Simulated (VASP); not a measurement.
Write the native input for VASP 6.6.1 that does the following.

```
Task                   : single point
Functional             : PBEsol
Potentials or basis    : VASP PAW PBE potentials, release 64 (Ge_d)
Cutoff                 : 520 eV
k mesh                 : 20 × 20 × 20
Occupations            : gaussian, width 0.15 eV
Spin                   : no spin polarisation
Dipole correction      : no
Further INCAR settings : ALGO = Normal; EDIFF = 1e-07; NBANDS = 21
```

The structure of Ge lies in POSCAR:

```
Ge
1.0
   -2.4958980000      2.6508630000      1.4585012050
    2.4958980000     -2.6508630000      1.4585012050
    2.4958980000      2.6508630000     -1.4585012050
Ge
2
Direct
    0.1859430000      0.9359430000      0.2500000000
    0.8140570000      0.0640570000      0.7500000000
```

This cell differs from its parent crystal: strain +0.000 along x and y, +0.015 along z.

These files were run (other wordings do the same):

INCAR

```
SYSTEM = Ge
ALGO = Normal
EDIFF = 1E-7
ENCUT = 520
GGA = PS
ISIF = 2
ISMEAR = 0
LASPH = .TRUE.
LCHARG = .FALSE.
LREAL = .FALSE.
LWAVE = .FALSE.
NBANDS = 21
NELM = 60
PREC = Accurate
SIGMA = 0.15
```

KPOINTS

```
k-points
0
G
  20 20 20
  0 0 0
```

Potentials or basis: VASP PAW PBE potentials, release 64 (Ge_d).

Run with:

```sh
$ cat potpaw_PBE.64/Ge_d/POTCAR > POTCAR
$ mpirun -np 1 vasp_std > vasp.out
```

Results of the run:

| Quantity | Value |
| --- | --- |
| Pressure | -3.5 GPa |
| Largest force | 0.052 eV/Å |
| Band gap on the k mesh | zero (band 14 reaches 8.71 eV, above the bottom of band 15 at 2.94 eV) |

Caveat: the cell differs from its parent crystal (strain +0.000 along x and y, +0.015 along z); the PAW data sets were made with another functional, which shifts forces and pressure a little.

Run time: 7.4 min on 1 thread of AMD EPYC 9R45 96-Core Processor (Zen 5) (shared host), peak memory 0.74 GiB.
